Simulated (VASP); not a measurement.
# SrO (Fm-3m) in VASP: single point with PBEsol

Aim: the single point of SrO with PBEsol.

All numbers are computed with VASP 6.6.1; they aren't measurements. Logs are shortened: lines on timing, memory, paths and dates and some standing lists are left out, and cuts for length are marked.

## 1. The cell of the first run

It takes space group Fm-3m (No. 225, cubic). Conventional cell: a = 5.123 Å, b = 5.123 Å, c = 5.123 Å, α = 90.00°, β = 90.00°, γ = 90.00°. Sr (site symmetry m-3m) has 6 O at 2.56 Å within 3.4 Å. Within 3.4 Å of O (site symmetry m-3m) lie 6 Sr at 2.56 Å.

## 2. Single point, PBEsol

Input file INCAR:

```
PREC = Accurate
ENCUT = 600
EDIFF = 1E-6
ISMEAR = 0
SIGMA = 0.02
LREAL = False
LASPH = True
NELM = 120
ALGO = Normal
ISIF = 2
LWAVE = False
LCHARG = True
GGA = PS
LELF = True
LVHAR = True
NBANDS = 15
GGA_COMPAT = False
```

Input file KPOINTS:

```
Automatic mesh
0
Gamma
  8 8 8
```

Input file POSCAR:

```
SrO
1.0
    0.0000000000      2.5614511644      2.5614511644
    2.5614511644      0.0000000000      2.5614511644
    2.5614511644      2.5614511644      0.0000000000
Sr O
1 1
Direct
    0.0000000000      0.0000000000      0.0000000000
    0.5000000000      0.5000000000      0.5000000000
```

Potentials or basis: VASP PAW PBE potentials, release 64 (Sr_sv, O).

Launch:

```console
> cat potpaw_PBE.64/Sr_sv/POTCAR potpaw_PBE.64/O/POTCAR > POTCAR
> mpirun -np 1 vasp_std > vasp.out
```

OUTCAR:

```text
PREC = Accurate
   ENCUT = 600
   EDIFF = 1E-6
   ISMEAR = 0
   LREAL = False
   LASPH = True
   NELM = 120
   ISIF = 2
   GGA = PS

 ion  position               nearest neighbor table
   1  0.000  0.000  0.000-   2 2.56   2 2.56   2 2.56   2 2.56   2 2.56   2 2.56
   2  0.500  0.500  0.500-   1 2.56   1 2.56   1 2.56   1 2.56   1 2.56   1 2.56

  LATTYP: Found a face centered cubic cell.
 ALAT       =     5.1229023288

  Lattice vectors:

 A1 = (   0.0000000000,   2.5614511644,   2.5614511644)
 A2 = (   2.5614511644,   0.0000000000,   2.5614511644)
 A3 = (   2.5614511644,   2.5614511644,   0.0000000000)

Analysis of symmetry for initial positions (statically):
=====================================================================
 Subroutine PRICEL returns:
 Original cell was already a primitive cell.

 Routine SETGRP: Setting up the symmetry group for a
 face centered cubic supercell.

 Subroutine GETGRP returns: Found 48 space group operations
 (whereof 48 operations were pure point group operations)
 out of a pool of 48 trial point group operations.

The static configuration has the point symmetry O_h .

Analysis of symmetry for dynamics (positions and initial velocities):
=====================================================================
 Subroutine PRICEL returns:
 Original cell was already a primitive cell.

 Routine SETGRP: Setting up the symmetry group for a
 face centered cubic supercell.

 Subroutine GETGRP returns: Found 48 space group operations
 (whereof 48 operations were pure point group operations)
 out of a pool of 48 trial point group operations.

The dynamic configuration has the point symmetry O_h .

 Subroutine INISYM returns: Found 48 space group operations
 (whereof 48 operations are pure point group operations),
 and found     1 'primitive' translations

----------------------------------------------------------------------------------------

                                     Primitive cell

  volume of cell :      33.6115

  direct lattice vectors                    reciprocal lattice vectors
     0.000000000  2.561451164  2.561451164    -0.195201848  0.195201848  0.195201848
     2.561451164  0.000000000  2.561451164     0.195201848 -0.195201848  0.195201848
     2.561451164  2.561451164  0.000000000     0.195201848  0.195201848 -0.195201848

  length of vectors
     3.622438976  3.622438976  3.622438976     0.338099518  0.338099518  0.338099518

  position of ions in fractional coordinates (direct lattice)
     0.000000000  0.000000000  0.000000000
     0.500000000  0.500000000  0.500000000

  ion indices of the primitive-cell ions
   primitive index   ion index
                 1           1
                 2           2

----------------------------------------------------------------------------------------

 KPOINTS: Automatic mesh

Automatic generation of k-mesh.
 Grid dimensions read from file:
 generate k-points for:    8    8    8

 Generating k-lattice:

  Cartesian coordinates                     Fractional coordinates (reciprocal lattice)
    -0.024400231  0.024400231  0.024400231     0.125000000  0.000000000  0.000000000
     0.024400231 -0.024400231  0.024400231     0.000000000  0.125000000  0.000000000
     0.024400231  0.024400231 -0.024400231     0.000000000  0.000000000  0.125000000

  Length of vectors
     0.042262440  0.042262440  0.042262440

  Shift w.r.t. Gamma in fractional coordinates (k-lattice)
     0.000000000  0.000000000  0.000000000

 Subroutine IBZKPT returns following result:
 ===========================================

 Found     29 irreducible k-points:

 Following reciprocal coordinates:
            Coordinates               Weight
  0.000000  0.000000  0.000000      1.000000
  0.125000  0.000000  0.000000      8.000000
  0.250000  0.000000  0.000000      8.000000
  0.375000  0.000000  0.000000      8.000000
  0.500000  0.000000  0.000000      4.000000
  0.125000  0.125000  0.000000      6.000000
[... 16 lines left out ...]
  0.500000  0.250000  0.125000     48.000000
 -0.375000  0.250000  0.125000     24.000000
 [... further k-points ...]
   k-points           NKPTS =     29   k-points in BZ     NKDIM =     29   number of bands    NBANDS=     15
   number of dos      NEDOS =    301   number of ions     NIONS =      2
   total plane-waves  NPLWV =  27000
   dimension x,y,z NGX =    30 NGY =   30 NGZ =   30
   dimension x,y,z NGXF=    60 NGYF=   60 NGZF=   60
   ions per type =               1   1
   NGX,Y,Z   is equivalent  to a cutoff of  13.77, 13.77, 13.77 a.u.
   NGXF,Y,Z  is equivalent  to a cutoff of  27.54, 27.54, 27.54 a.u.
 SYSTEM =  unknown system
   PREC   = accura    normal or accurate (medium, high low for compatibility)
   ISTART =      0    job   : 0-new  1-cont  2-samecut
   ICHARG =      2    charge: 1-file 2-atom 10-const
   ISPIN  =      1    spin polarized calculation?
   LNONCOLLINEAR =      F non collinear calculations
   LSORBIT =      F    spin-orbit coupling
   LASPH  =      T    aspherical Exc in radial PAW
   ENCUT  =  600.0 eV  44.10 Ry    6.64 a.u.   7.23  7.23  7.23*2*pi/ulx,y,z
   NELM   =    120;   NELMIN=  2; NELMDL= -5     # of ELM steps
   EDIFF  = 0.1E-05   stopping-criterion for ELM
   LREAL  =      F    real-space projection
   EDIFFG = 0.1E-04   stopping-criterion for IOM
   NSW    =      0    number of steps for IOM
   IBRION =     -1    ionic relax: 0-MD 1-quasi-New 2-CG
   NFREE  =      0    steps in history (QN), initial steepest desc. (CG)
   ISIF   =      2    stress and relaxation
   ISYM   =      2    0-nonsym 1-usesym 2-fastsym
   POTIM  = 0.5000    time-step for ionic-motion
   TEBEG  =    0.0;   TEEND  =   0.0 temperature during run
   PSTRESS=    0.0 pullay stress
   NELECT =      16.0000    total number of electrons
   NUPDOWN=      -1.0000    fix difference up-down
   EMIN   =  10.00;   EMAX   =-10.00  energy-range for DOS
   EFERMI =   0.00;   METHOD = LEGACY
   ISMEAR =     0;   SIGMA  =   0.02  broadening in eV -4-tet -1-fermi 0-gaus
   EFERMI_NEDOS =   21; number of points for ismear=-14 and -15
   IALGO  =     38    algorithm
   IMIX   =      4    mixing-type and parameters
     AMIX     =   0.40;   BMIX     =  1.00
     AMIX_MAG =   1.60;   BMIX_MAG =  1.00
  volume/ion in A,a.u.               =      16.81       113.41
  Fermi-wavevector in a.u.,A,eV,Ry     =   1.278259  2.415559 22.231174  1.633945
  Thomas-Fermi vector in A             =   2.410812
   LORBIT       =      0    0 simple, 1 ext, 2 COOP (PROOUT), +10 PAW based schemes
   GGA     = PS    functional components
   LHFCALC =     F    Hartree Fock is set to
   AEXX    =    0.0000 exact exchange contribution
   IVDW    =     0    specifies the selected vdW correction
   LEPSILON=     F    determine dielectric tensor
   LRPA    =     F    only Hartree local field effects (RPA)
 non-spin polarized calculation
 Gauss-broadening in eV      SIGMA  =   0.02
  energy-cutoff  :      600.00
  volume of cell :       33.61
 maximum number of plane-waves:      1139
 NGX is ok and might be reduce to    30
   NGX = 15   NGY = 15   NGZ = 15

 number of electron      15.9999997 magnetization

 Free energy of the ion-electron system (eV)
  ---------------------------------------------------
  ext. energy  EPLUGINS =         0.00000000
  ---------------------------------------------------
  free energy    TOTEN  =       -12.64063084 eV

  energy without entropy =      -12.64063084  energy(sigma->0) =      -12.64063084

 E-fermi :   1.6399     XC(G=0): -10.3308

 val. band max:        1.5402169225   @ k =   0.0000   0.0000   0.0000
 cond. band min:       4.6884606456   @ k =   0.5000   0.5000   0.0000
 fundamental gap:      3.1482437231
 Fermi energy:         1.6398701406

 k-point     1 :       0.0000    0.0000    0.0000
  band No.  band energies     occupation
      1     -30.6576      2.00000
      2     -13.4717      2.00000
      3     -12.2983      2.00000
      4     -12.2983      2.00000
      5     -12.2983      2.00000
      6       1.5402      2.00000
      7       1.5402      2.00000
      8       1.5402      2.00000
      9       5.4426      0.00000
     10       7.7266      0.00000
     11       7.7266      0.00000
     12       7.7266      0.00000
     13       9.9471      0.00000
     14       9.9471      0.00000
     15      14.0792      0.00000

 k-point     2 :       0.1250    0.0000    0.0000
  band No.  band energies     occupation
      1     -30.6361      2.00000
      2     -13.8380      2.00000
      3     -12.3112      2.00000
      4     -12.3112      2.00000
      5     -11.9842      2.00000
      6       1.0678      2.00000
      7       1.3357      2.00000
      8       1.3357      2.00000
      9       6.1575      0.00000
     10       7.5634      0.00000
     11       8.0401      0.00000
     12       8.0401      0.00000
     13      10.3671      0.00000
     14      10.3671      0.00000
     15      15.1107      0.00000

 k-point     3 :       0.2500    0.0000    0.0000
  band No.  band energies     occupation
      1     -30.5838      2.00000
      2     -14.4225      2.00000
      3     -12.3418      2.00000
      4     -12.3418      2.00000
      5     -11.5263      2.00000
      6       0.2144      2.00000
      7       0.8953      2.00000
      8       0.8954      2.00000
      9       7.4889      0.00000
     10       7.7154      0.00000
     11       8.8928      0.00000
     12       8.8928      0.00000
     13      11.4149      0.00000
     14      11.4149      0.00000
     15      17.1940      0.00000
[... 343 lines left out ...]
 k-point    23 :       0.5000    0.2500    0.1250
  band No.  band energies     occupation
      1     -30.5035      2.00000
      2     -14.6234      2.00000
      3     -12.6888      2.00000
      4     -12.4849      2.00000
      5     -11.5007      2.00000
      6      -0.0448      2.00000
      7       0.5789      2.00000
      8       1.0103      2.00000
      9       7.0442      0.00000
     10       8.6976      0.00000
     11      10.5044      0.00000
     12      10.6716      0.00000
     13      12.7211      0.00000
     14      13.6639      0.00000
     15      15.8484      0.00000

 k-point    24 :      -0.3750    0.2500    0.1250
  band No.  band energies     occupation
      1     -30.4858      2.00000
      2     -14.6931      2.00000
      3     -12.7132      2.00000
      4     -12.5436      2.00000
      5     -11.4714      2.00000
      6      -0.0844      2.00000
      7       0.6536      2.00000
      8       0.7377      2.00000
      9       7.8771      0.00000
     10       8.2294      0.00000
     11      10.9114      0.00000
     12      11.1100      0.00000
     13      13.2705      0.00000
     14      14.5432      0.00000
     15      14.9145      0.00000

 [... further k-points ...]

------------------------ aborting loop because EDIFF is reached ----------------------------------------

  FORCE on cell =-STRESS in cart. coord.  units (eV):
  Direction    XX          YY          ZZ          XY          YZ          ZX
  --------------------------------------------------------------------------------------
  -------------------------------------------------------------------------------------
  Total        0.1115996      0.1115996      0.1115996      0.0000000     -0.0000000      0.0000000
  in kB        5.3196749      5.3196749      5.3196749      0.0000000     -0.0000000      0.0000000
  external PRESSURE =       5.3196749 kB  Pullay stress =       0.0000000 kB

 VOLUME and BASIS-vectors are now :
 -----------------------------------------------------------------------------
  energy-cutoff  :      600.00
  volume of cell :       33.61
      direct lattice vectors                 reciprocal lattice vectors
     0.000000000  2.561451164  2.561451164    -0.195201848  0.195201848  0.195201848
     2.561451164  0.000000000  2.561451164     0.195201848 -0.195201848  0.195201848
     2.561451164  2.561451164  0.000000000     0.195201848  0.195201848 -0.195201848

 POSITION                                       TOTAL-FORCE (eV/Angst)
 -----------------------------------------------------------------------------------
      0.00000      0.00000      0.00000        -0.000000      0.000000      0.000000
      2.56145      2.56145      2.56145         0.000000      0.000000     -0.000000
 -----------------------------------------------------------------------------------
    total drift:                                0.000000      0.000000      0.000000

  FREE ENERGIE OF THE ION-ELECTRON SYSTEM (eV)
  ---------------------------------------------------
  free  energy   TOTEN  =       -12.6406308421 eV

  energy  without entropy=      -12.6406308421  energy(sigma->0) =      -12.64063084
```

Run time: 10 s. Hardware: 1 thread of Intel Xeon 6975P-C (Granite Rapids), shared host; peak memory 0.17 GiB.

What came out:

```
Free energy            : -12.6406 eV
Pressure               : 0.5 GPa
Band gap on the k mesh : 3.15 eV (least direct gap 3.23 eV)
```

Levels at points of the mesh, in eV from the valence-band top:
| k point | band 4 | band 5 | band 6 | band 7 | band 8 | band 9 | band 10 | band 11 | band 12 | band 13 |
| --- | --- | --- | --- | --- | --- | --- | --- | --- | --- | --- |
| (0.00, 0.00, 0.00) | -13.84 | -13.84 | 0.00 | 0.00 | 0.00 | 3.90 | 6.19 | 6.19 | 6.19 | 8.41 |
| (0.50, 0.00, 0.00) | -13.92 | -12.64 | -2.25 | -1.18 | -1.18 | 6.54 | 8.38 | 8.91 | 8.91 | 12.07 |
| (0.50, 0.50, 0.00) | -14.23 | -14.23 | -0.42 | -0.08 | -0.08 | 3.15 | 7.85 | 10.27 | 10.32 | 11.25 |

Caveat: the PAW data sets were made with another functional, which shifts forces and pressure a little.
